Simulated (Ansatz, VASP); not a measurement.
# One calculation of PtS2, two programs

Contents of INCAR:

```
PREC = Accurate
ENCUT = 600
EDIFF = 1E-6
ISMEAR = 0
SIGMA = 0.02
LREAL = F
LASPH = T
NELM = 80
ALGO = Normal
ISIF = 3
LWAVE = F
LCHARG = F
GGA = PE
IBRION = 2
NSW = 100
EDIFFG = -0.01
```

The input KPOINTS:

```
Automatic mesh
0
Gamma
  12 12 4
```

File POSCAR:

```
PtS2
1.0
    3.5765169692      0.0000000000      0.0000000000
   -1.7882584846      3.0973545524      0.0000000000
    0.0000000000      0.0000000000      6.4970098666
Pt S
1 2
Direct
    0.0000000000      0.0000000000      0.0000000000
    0.3333333333      0.6666666667      0.1889488084
    0.6666666667      0.3333333333      0.8110511916
```

Input for Ansatz:

```yaml
crystal:
  lattice:
    - [3.5765169692, 0.0, 0.0]
    - [-1.7882584846, 3.0973545524, 0.0]
    - [0.0, 0.0, 6.4970098666]
  atoms:
    - { symbol: Pt, position: [0.0, 0.0, 0.0] }
    - { symbol: S, position: [0.3333333333, 0.6666666667, 0.1889488084] }
    - { symbol: S, position: [0.6666666667, 0.3333333333, 0.8110511916] }
basis:
  ecutwfc: 420
kpoints:
  mp_grid: { grid: [12, 12, 4] }
hamiltonian:
  xc: pbe
scf:
  occupations: { method: gaussian, width: 0.02 }
output:
  forces: true
  stress: true
  eigenvalues: true
relax:
  adjacent_minimum: "off"
  f_tol: 0.01
  max_steps: 80
  cell: { stress_tol: 0.05 }
```

Alike in both runs: task relaxation of cell and atoms; functional PBE; k mesh 12 × 12 × 4; occupations gaussian, width 0.02 eV; no spin polarisation.

```csv
,VASP,Ansatz
version,VASP 6.6.1,Ansatz 0.2.0
potentials or method,"VASP PAW PBE potentials, release 64 (Pt, S), cutoff 600 eV","scalar-relativistic, plane waves, PAW"
valence electrons in the cell,22,30
```

|  | VASP | Ansatz | Ansatz less VASP |
| --- | --- | --- | --- |
| gap on the k mesh at the Fermi level, each at its own relaxed structure (eV) | 1.50 | 1.49 | -0.010 |
| relaxed volume (Å³/atom) | 23.93 | 23.99 | +0.061 |
| relaxed cell length with the largest relative difference (Å) | 3.573 | 3.577 | +0.0035 |

VASP's potentials hold 22 valence electrons a cell and Ansatz's 30, so a difference there can come from the potentials and not from the codes.

Spin-orbit coupling is off throughout.
